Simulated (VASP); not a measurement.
Here is a VASP 6.6.1 calculation.

INCAR

```
SYSTEM = CoSi
ALGO = Normal ; EDIFF = 1E-7
ENCUT = 520 ; GGA = PS
ISIF = 2 ; ISMEAR = -1
LASPH = .TRUE. ; LCHARG = .FALSE.
LREAL = .FALSE. ; LWAVE = .FALSE.
NBANDS = 14 ; NELM = 80
PREC = Accurate ; SIGMA = 0.05
```

KPOINTS

```
k-points
0
G
  14 14 14
  0 0 0
```

The input POSCAR:

```
CoSi
1.0
    0.0000000000      2.2083840173      2.2083840173
    2.2083840173      0.0000000000      2.2083840173
    2.2083840173      2.2083840173      0.0000000000
Co Si
1 1
Direct
    0.0000000000      0.0000000000      0.0000000000
    0.5000000000      0.5000000000      0.5000000000
```

Potentials or basis: VASP PAW PBE potentials, release 64 (Co, Si).

The run is started by

```console
$ cat potpaw_PBE.64/Co/POTCAR potpaw_PBE.64/Si/POTCAR > POTCAR
$ mpirun -np 1 vasp_std > vasp.out
```

Q: Predict the pressure.

A: 30.6 GPa.

Caveat: the PAW data sets were made with another functional, which shifts forces and pressure a little. Spin polarisation is off, so any magnetic state and its effect on volume and gap are missing.
